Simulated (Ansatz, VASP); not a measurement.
SnSe in VASP and in Ansatz

```
CELL_PARAMETERS angstrom
0.00000 3.00211 3.00211
2.90995 0.00000 3.00211
2.90995 3.00211 0.00000
ATOMIC_POSITIONS crystal
Sn 0.00000 0.00000 0.00000
Se 0.50000 0.50000 0.50000
```

Change from the starting cell: uniaxial_x strain -3.1%.

Alike in both runs: task single point; functional PBE; k mesh 8 × 8 × 8; occupations fermi-dirac, width 0.02 eV; no spin polarisation.

|  | VASP | Ansatz |
| --- | --- | --- |
| version | VASP 6.6.1 | Ansatz 0.2.0 |
| potentials or method | VASP PAW PBE potentials, release 64 (Sn_d, Se) | plane waves, PAW |
| plane-wave cutoff (eV) | 520 | 420 |
| valence electrons in the cell | 20 | 30 |

```tsv
	VASP	Ansatz	Ansatz less VASP
pressure (GPa)	3.3	3.3	+0.01
traceless stress, the component that is largest in VASP (GPa)	3.14	3.13	-0.009
```

The functional is the same, so the differences come from potentials, cutoffs and numerics. VASP's potentials hold 20 valence electrons a cell and Ansatz's 30, so a difference there can come from the potentials and not from the codes.
